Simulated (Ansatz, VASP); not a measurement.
**SiPd3Pt in VASP and in Ansatz**

```
CELL_PARAMETERS angstrom
4.44599 0.00000 0.00000
0.00000 4.44599 0.00000
0.00000 0.00000 4.44599
ATOMIC_POSITIONS crystal
Si 0.50000 0.50000 0.50000
Pd 0.00000 0.50000 0.50000
Pd 0.50000 0.00000 0.50000
Pd 0.50000 0.50000 0.00000
Pt 0.00000 0.00000 0.00000
```

Change from the starting cell: species swapped into the Mn3GaC type (Pm-3m, No. 221).

Alike in both runs: functional PBE; k mesh 4 × 4 × 4; occupations gaussian, width 0.1 eV; no spin polarisation.

Ansatz relaxed the structure, and its values are those at the end. VASP's run is a single point on that final structure, the one shown.

|  | VASP | Ansatz |
| --- | --- | --- |
| version | VASP 6.6.1 | Ansatz 0.2.0 |
| potentials or method | VASP PAW PBE potentials, release 64 (Si, Pd, Pt), cutoff 520 eV | scalar-relativistic, plane waves, PAW |
| valence electrons in the cell | 44 | 76 |

```csv
,VASP,Ansatz,Ansatz less VASP
gap on the k mesh at the Fermi level (eV),none,none,-
pressure (GPa),0.5,0.3,-0.25
```

A gap of «none» marks a metal or a gap that the smearing closes. VASP's potentials hold 44 valence electrons a cell and Ansatz's 76, so a difference there can come from the potentials and not from the codes.

Neither program's run includes spin-orbit coupling.
